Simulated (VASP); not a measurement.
# Ge3N4 (P6_3/m) in VASP: single point with PBE

Aim: the single point of Ge3N4 with PBE.

All numbers are computed with VASP 6.6.1; they aren't measurements. Logs are shortened: lines on timing, memory, paths and dates and some standing lists are left out, and cuts for length are marked.

## 1. The cell of the first run

Symmetry: P6_3/m, No. 176, hexagonal system. The conventional cell has a = 8.129 Å, b = 8.129 Å, c = 3.114 Å, α = 90.00°, β = 90.00°, γ = 120.00°. Within 2.5 Å of Ge (site symmetry m) lie 4 N at 1.85 to 1.86 Å. N (site symmetry -6) has 3 Ge at 1.85 Å within 2.5 Å. N (site symmetry m) has 3 Ge at 1.86 Å within 2.5 Å.

## 2. Single point, PBE

Contents of INCAR:

```
PREC = Accurate ; ENCUT = 600
EDIFF = 1E-6 ; ISMEAR = -1
SIGMA = 0.02 ; LREAL = F
LASPH = T ; NELM = 120
ALGO = Normal ; ISIF = 2
LWAVE = F ; LCHARG = T
GGA = PE ; LELF = T
LVHAR = T ; NBANDS = 75
GGA_COMPAT = F
```

Contents of KPOINTS:

```
Automatic mesh
0
Gamma
  6 6 8
```

Contents of POSCAR:

```
Ge3N4
1.0
    8.1286961275      0.0000000000      0.0000000000
   -4.0643480638      7.0396573461      0.0000000000
    0.0000000000      0.0000000000      3.1139074954
Ge N
6 8
Direct
    0.2353735063      0.8291237939      0.7500000000
    0.4062497124      0.2353735063      0.2500000000
    0.8291237939      0.5937502876      0.2500000000
    0.1708762061      0.4062497124      0.7500000000
    0.5937502876      0.7646264937      0.7500000000
    0.7646264937      0.1708762061      0.2500000000
    0.3333333333      0.6666666667      0.7500000000
    0.6666666667      0.3333333333      0.2500000000
    0.9725369010      0.6695734549      0.7500000000
    0.3029634460      0.9725369010      0.2500000000
    0.6695734549      0.6970365540      0.2500000000
    0.3304265451      0.3029634460      0.7500000000
    0.0274630990      0.3304265451      0.2500000000
    0.6970365540      0.0274630990      0.7500000000
```

Potentials or basis: VASP PAW PBE potentials, release 64 (Ge_d, N).

Started as:

```
$ cat potpaw_PBE.64/Ge_d/POTCAR potpaw_PBE.64/N/POTCAR > POTCAR
$ mpirun -np 1 vasp_std > vasp.out
```

OUTCAR:

```text
PREC = Accurate
   ENCUT = 600
   EDIFF = 1E-6
   ISMEAR = -1
   LREAL = F
   LASPH = T
   NELM = 120
   ISIF = 2
   GGA = PE

 ion  position               nearest neighbor table
   1  0.235  0.829  0.750-   7 1.85  10 1.86  10 1.86   9 1.86
   2  0.406  0.235  0.250-   8 1.85  12 1.86  12 1.86  10 1.86
   3  0.829  0.594  0.250-   8 1.85   9 1.86   9 1.86  11 1.86
   4  0.171  0.406  0.750-   7 1.85  13 1.86  13 1.86  12 1.86
   5  0.594  0.765  0.750-   7 1.85  11 1.86  11 1.86  14 1.86
   6  0.765  0.171  0.250-   8 1.85  14 1.86  14 1.86  13 1.86
   7  0.333  0.667  0.750-   1 1.85   4 1.85   5 1.85
   8  0.667  0.333  0.250-   6 1.85   3 1.85   2 1.85
   9  0.973  0.670  0.750-   3 1.86   3 1.86   1 1.86
  10  0.303  0.973  0.250-   1 1.86   1 1.86   2 1.86
  11  0.670  0.697  0.250-   5 1.86   5 1.86   3 1.86
  12  0.330  0.303  0.750-   2 1.86   2 1.86   4 1.86
  13  0.027  0.330  0.250-   4 1.86   4 1.86   6 1.86
  14  0.697  0.027  0.750-   6 1.86   6 1.86   5 1.86

  LATTYP: Found a hexagonal cell.
 ALAT       =     8.1286961275
 C/A-ratio  =     0.3830758890

  Lattice vectors:

 A1 = (   8.1286961275,   0.0000000000,   0.0000000000)
 A2 = (  -4.0643480638,   7.0396573461,   0.0000000000)
 A3 = (   0.0000000000,   0.0000000000,   3.1139074954)

Analysis of symmetry for initial positions (statically):
=====================================================================
 Subroutine PRICEL returns:
 Original cell was already a primitive cell.

 Routine SETGRP: Setting up the symmetry group for a
 hexagonal supercell.

 Subroutine GETGRP returns: Found 12 space group operations
 (whereof  6 operations were pure point group operations)
 out of a pool of 24 trial point group operations.

The static configuration has the point symmetry S_6 .
 The point group associated with its full space group is C_6h.

Analysis of symmetry for dynamics (positions and initial velocities):
=====================================================================
 Subroutine PRICEL returns:
 Original cell was already a primitive cell.

 Routine SETGRP: Setting up the symmetry group for a
 hexagonal supercell.

 Subroutine GETGRP returns: Found 12 space group operations
 (whereof  6 operations were pure point group operations)
[... 137 lines left out ...]
   PSTRESS=    0.0 pullay stress
   NELECT =     124.0000    total number of electrons
   NUPDOWN=      -1.0000    fix difference up-down
   EMIN   =  10.00;   EMAX   =-10.00  energy-range for DOS
   EFERMI =   0.00;   METHOD = LEGACY
   ISMEAR =    -1;   SIGMA  =   0.02  broadening in eV -4-tet -1-fermi 0-gaus
   EFERMI_NEDOS =   21; number of points for ismear=-14 and -15
   IALGO  =     38    algorithm
   IMIX   =      4    mixing-type and parameters
     AMIX     =   0.40;   BMIX     =  1.00
     AMIX_MAG =   1.60;   BMIX_MAG =  1.00
  volume/ion in A,a.u.               =      12.73        85.89
  Fermi-wavevector in a.u.,A,eV,Ry     =   1.450739  2.741500 28.635424  2.104644
  Thomas-Fermi vector in A             =   2.568317
   LORBIT       =      0    0 simple, 1 ext, 2 COOP (PROOUT), +10 PAW based schemes
   GGA     = PE    functional components
   LHFCALC =     F    Hartree Fock is set to
   AEXX    =    0.0000 exact exchange contribution
   IVDW    =     0    specifies the selected vdW correction
   LEPSILON=     F    determine dielectric tensor
   LRPA    =     F    only Hartree local field effects (RPA)
 non-spin polarized calculation
  energy-cutoff  :      600.00
  volume of cell :      178.19
 maximum number of plane-waves:      6000
 NGX is ok and might be reduce to    70
   NGX = 33   NGY = 33   NGZ = 13

 number of electron     123.9999937 magnetization

 Free energy of the ion-electron system (eV)
  ---------------------------------------------------
  ext. energy  EPLUGINS =         0.00000000
  ---------------------------------------------------
  free energy    TOTEN  =       -94.28790087 eV

  energy without entropy =      -94.28790087  energy(sigma->0) =      -94.28790087

 E-fermi :   5.2675     XC(G=0): -10.7043

 val. band max:        4.8088836618   @ k =   0.0000   0.0000   0.0000
 cond. band min:       6.6437761788   @ k =   0.0000   0.0000   0.0000
 fundamental gap:      1.8348925170
 Fermi energy:         5.2675287410

 k-point     1 :       0.0000    0.0000    0.0000
  band No.  band energies     occupation
      1     -19.7239      2.00000
      2     -19.6991      2.00000
      3     -19.6991      2.00000
      4     -19.6952      2.00000
      5     -19.6612      2.00000
      6     -19.6612      2.00000
[... 1837 lines left out ...]
     73      12.0942      0.00000
     74      12.0959      0.00000

 [... further k-points ...]

 [bands above 74 left out]

------------------------ aborting loop because EDIFF is reached ----------------------------------------

  FORCE on cell =-STRESS in cart. coord.  units (eV):
  Direction    XX          YY          ZZ          XY          YZ          ZX
  --------------------------------------------------------------------------------------
  -------------------------------------------------------------------------------------
  Total       -0.6101590     -0.6101590     -0.6915628      0.0000008      0.0000000      0.0000000
  in kB       -5.4862483     -5.4862483     -6.2181912      0.0000072      0.0000000      0.0000000
  external PRESSURE =      -5.7302293 kB  Pullay stress =       0.0000000 kB

 VOLUME and BASIS-vectors are now :
 -----------------------------------------------------------------------------
  energy-cutoff  :      600.00
  volume of cell :      178.19
      direct lattice vectors                 reciprocal lattice vectors
     8.128696127  0.000000000  0.000000000     0.123020960  0.071026184  0.000000000
    -4.064348064  7.039657346  0.000000000     0.000000000  0.142052369  0.000000000
     0.000000000  0.000000000  3.113907495     0.000000000  0.000000000  0.321139919

 POSITION                                       TOTAL-FORCE (eV/Angst)
 -----------------------------------------------------------------------------------
     -1.45657      5.83675      2.33543         0.001580     -0.007186     -0.000000
      2.34564      1.65695      0.77848         0.007013     -0.002225      0.000000
      4.32649      4.17980      0.77848        -0.005433     -0.004961     -0.000000
     -0.26214      2.85986      2.33543         0.005433      0.004961      0.000000
      1.71871      5.38271      2.33543        -0.007013      0.002225     -0.000000
      5.52092      1.20291      0.77848        -0.001580      0.007186      0.000000
     -0.00000      4.69310      2.33543         0.000000     -0.000000      0.000000
      4.06435      2.34655      0.77848         0.000000     -0.000000     -0.000000
      5.18408      4.71357      2.33543        -0.003878      0.001732     -0.000000
     -1.49003      6.84633      0.77848        -0.003439     -0.002492      0.000000
      2.60976      4.90690      0.77848        -0.000439      0.004224     -0.000000
      1.45459      2.13276      2.33543         0.000439     -0.004224     -0.000000
     -1.11973      2.32609      0.77848         0.003878     -0.001732      0.000000
      5.55438      0.19333      2.33543         0.003439      0.002492      0.000000
 -----------------------------------------------------------------------------------
    total drift:                               -0.000000      0.000000     -0.000000

  FREE ENERGIE OF THE ION-ELECTRON SYSTEM (eV)
  ---------------------------------------------------
  free  energy   TOTEN  =       -94.2879008654 eV

  energy  without entropy=      -94.2879008654  energy(sigma->0) =      -94.28790087
```

OSZICAR:

```text
N       E                     dE             d eps       ncg     rms          rms(c)
DAV:   1     0.212256085567E+04    0.21226E+04   -0.56650E+04  8128   0.469E+03
DAV:   2     0.428779191469E+03   -0.16938E+04   -0.16026E+04  6008   0.132E+03
DAV:   3    -0.504272322479E+02   -0.47921E+03   -0.45928E+03  6566   0.333E+02
DAV:   4    -0.107192597664E+03   -0.56765E+02   -0.55789E+02  6974   0.128E+02
DAV:   5    -0.109908084364E+03   -0.27155E+01   -0.26920E+01  7456   0.278E+01    0.231E+01
DAV:   6    -0.940612256015E+02    0.15847E+02   -0.54994E+01  8952   0.536E+01    0.808E+00
DAV:   7    -0.943515878673E+02   -0.29036E+00   -0.57410E+00  7128   0.991E+00    0.522E+00
DAV:   8    -0.943017035135E+02    0.49884E-01   -0.50617E-01  8416   0.734E+00    0.109E+00
DAV:   9    -0.942846332825E+02    0.17070E-01   -0.12340E-01  8608   0.285E+00    0.292E-01
DAV:  10    -0.942869943244E+02   -0.23610E-02   -0.12470E-02  7672   0.797E-01    0.157E-01
DAV:  11    -0.942878576481E+02   -0.86332E-03   -0.21941E-03  7048   0.338E-01    0.330E-02
DAV:  12    -0.942878706617E+02   -0.13014E-04   -0.11468E-04  7816   0.805E-02    0.156E-02
DAV:  13    -0.942878968788E+02   -0.26217E-04   -0.34140E-05  7544   0.464E-02    0.648E-03
DAV:  14    -0.942879010336E+02   -0.41548E-05   -0.13636E-05  6944   0.194E-02    0.500E-03
DAV:  15    -0.942879008654E+02    0.16818E-06   -0.40972E-06  5784   0.195E-02
   1 F= -.94287901E+02 E0= -.94287901E+02  d E =-.414764E-11
```

stdout:

```text
POSCAR found type information on POSCAR GeN
 POSCAR found :  2 types and      14 ions
 scaLAPACK will be used
 LDA part: xc-table for (Slater+PW92), standard interpolation
 POSCAR, INCAR and KPOINTS ok, starting setup
 FFT: planning ... GRIDC
 FFT: planning ... GRID_SOFT
 FFT: planning ... GRID
 WAVECAR not read
 entering main loop
```

Wall time 7.4 min (1 thread of Intel Xeon 6975P-C (Granite Rapids), shared host); peak memory 0.66 GiB.

Results:

| Property | Result |
| --- | --- |
| Free energy | -94.2879 eV |
| Pressure | -0.6 GPa |
| Largest force | 0.007 eV/Å |
| Band gap on the k mesh | 1.83 eV |

Forces on the atoms (eV/Å):
```
Ge   0.002 -0.007  0.000
Ge   0.007 -0.002  0.000
Ge  -0.005 -0.005  0.000
Ge   0.005  0.005  0.000
Ge  -0.007  0.002  0.000
Ge  -0.002  0.007  0.000
N    0.000  0.000  0.000
N    0.000  0.000  0.000
N   -0.004  0.002  0.000
N   -0.003 -0.002  0.000
N    0.000  0.004  0.000
N    0.000 -0.004  0.000
N    0.004 -0.002  0.000
N    0.003  0.002  0.000
```

Levels at points of the mesh, in eV from the valence-band top:
```
           k point  band 58  band 59  band 60  band 61  band 62  band 63  band 64  band 65  band 66  band 67
(0.00, 0.00, 0.00)    -0.86    -0.86    -0.44    -0.22     0.00     1.83     3.25     3.25     3.53     3.76
(0.50, 0.00, 0.00)    -1.17    -1.07    -0.50    -0.11    -0.05     3.00     3.20     3.70     3.74     3.89
(0.00, 0.00, 0.50)    -1.17    -1.17    -1.17    -1.16    -1.16     4.23     4.23     4.23     4.23     5.62
(0.50, 0.00, 0.50)    -1.43    -1.10    -1.10    -0.85    -0.85     3.70     3.70     4.85     4.85     5.82
```
